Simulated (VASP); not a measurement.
LaHfO:

```xyz
6
Lattice="3.8420 0.0000 0.0000 0.0000 3.8420 0.0000 0.0000 0.0000 6.5462" Properties=species:S:1:pos:R:3 pbc="T T T"
La    0.0000    1.9210    5.4254
La    1.9210    0.0000    1.1208
Hf    1.9210    0.0000    4.1158
Hf    0.0000    1.9210    2.4304
O     0.0000    0.0000    0.0000
O     1.9210    1.9210    0.0000
```

The cell was generated, and may not be a known phase.

```yaml
Program: VASP 6.6.1
Task: relaxation of cell and atoms
Functional: PBE
Potentials_or_basis: VASP PAW PBE potentials, release 64 (La, Hf_pv, O)
Cutoff: 600 eV
k_mesh: 4 × 4 × 4
Occupations: gaussian, width 0.1 eV
Spin: no spin polarisation
```

At the start: pressure 37.7 GPa; volume 16.10 Å³/atom.

Problem. Where does the relaxation end?

Solution. Over 19 steps the energy falls by 1096.5 meV/atom and the volume is 23.59 Å³/atom (+46.5 %); space group P4/nmm (No. 129, to 0.1 Å) before and after.

The path:
```csv
step,energy change (eV),largest force (eV/Å),pressure (GPa),volume (Å³)
1,0.0000,2.8921,37.70,96.63
2,-1.8365,4.1641,-12.17,159.90
3,-3.2371,3.0392,-1.13,129.02
4,-4.6146,2.2782,-1.78,135.01
5,-5.5135,2.1705,-1.50,153.82
6,-5.7616,1.1092,-1.86,148.27
7,-5.7766,0.7996,-1.89,146.85
8,-6.1878,2.0750,3.22,141.53
9,-6.1931,2.3353,4.33,140.52
10,-6.4458,1.5486,1.81,143.24
11,-6.5026,0.9467,0.22,144.92
12,-6.5035,0.8649,0.02,145.13
13,-6.5386,0.6117,-0.28,144.84
14,-6.5618,0.1902,-0.72,144.35
15,-6.5704,0.1802,-0.14,143.00
16,-6.5739,0.1673,0.52,141.49
17,-6.5786,0.0497,0.02,141.63
18,-6.5787,0.0595,-0.04,141.64
19,-6.5791,0.0186,0.03,141.56
```

Final structure:
```
CELL_PARAMETERS angstrom
4.04299 0.00000 0.00000
0.00000 4.04299 0.00000
0.00000 0.00000 8.66060
ATOMIC_POSITIONS crystal
La 0.00000 0.50000 0.85833
La 0.50000 0.00000 0.14167
Hf 0.50000 0.00000 0.54626
Hf 0.00000 0.50000 0.45374
O 0.00000 0.00000 0.00000
O 0.50000 0.50000 0.00000
```

Caveat: the k points lie up to 0.39 Å⁻¹ apart in the final cell, too coarse for converged energies and pressures of a metal; the volume moved by over 15 % at a fixed basis, so the end points are rough.
